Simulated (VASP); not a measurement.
Crystal: BiP.

```xyz
2
Lattice="3.5738 0.0000 0.0000 0.0000 3.5738 0.0000 0.0000 0.0000 3.5738" Properties=species:S:1:pos:R:3 pbc="T T T"
Bi    0.0000    0.0000    0.0000
P     1.7869    1.7869    1.7869
```

Base run:

| Property | Result |
| --- | --- |
| Program | VASP 6.6.1 |
| Functional | r2SCAN |
| Dispersion | D4 |
| Potentials or basis | VASP PAW PBE potentials, release 64 (Bi_d, P) |
| Cutoff | 520 eV |
| k mesh | 10 × 10 × 10 |
| Occupations | tetrahedron |
| Spin | no spin polarisation |

Its results: band gap on the k mesh zero (bands 10 and 11 overlap by 3.29 eV); pressure -0.8 GPa.

Q: The run is repeated on the same cell with these changes: dispersion from D4 to none; occupations from tetrahedron to methfessel-paxton, width 0.001 eV. What comes out?

A: Band gap on the k mesh zero (bands 10 and 11 overlap by 3.27 eV); pressure 0.0 GPa.

Caveats: the PAW data sets were made with another functional, which shifts forces and pressure a little; spin-orbit coupling is left out, which moves the levels of the heavy elements; tetrahedron occupations give inexact forces and stress in metals (at least some runs).
